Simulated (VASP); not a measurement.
Here is a VASP 6.6.1 calculation.

File INCAR:

```
PREC = Accurate
ENCUT = 520
EDIFF = 1E-7
ISMEAR = -1
SIGMA = 0.05
LREAL = F
LASPH = T
NELM = 150
ALGO = Normal
ISIF = 2
LWAVE = F
LCHARG = T
ISPIN = 2
MAGMOM = 5 0
LORBIT = 11
NUPDOWN = 5.0
LMAXMIX = 4
GGA = PS
LELF = T
LVHAR = T
NBANDS = 20
```

KPOINTS

```
Automatic mesh
0
Gamma
  7 7 7
```

The input POSCAR:

```
MnS
1.0
    0.0000000000      2.6045000000      2.6045000000
    2.6045000000      0.0000000000      2.6045000000
    2.6045000000      2.6045000000      0.0000000000
Mn S
1 1
Direct
    0.0000000000      0.0000000000      0.0000000000
    0.5000000000      0.5000000000      0.5000000000
```

Potentials or basis: VASP PAW PBE potentials, release 64 (Mn_pv, S).

Launch:

```bash
$ cat potpaw_PBE.64/Mn_pv/POTCAR potpaw_PBE.64/S/POTCAR > POTCAR
$ mpirun -np 1 vasp_std > vasp.out
```

Question: What does it give for the pressure?

Answer: -3.0 GPa.

Caveat: the PAW data sets were made with another functional, which shifts forces and pressure a little; the total moment is fixed, so each spin has its own Fermi level; a cell with one magnetic atom can't hold antiferromagnetic order, which such compounds often take.
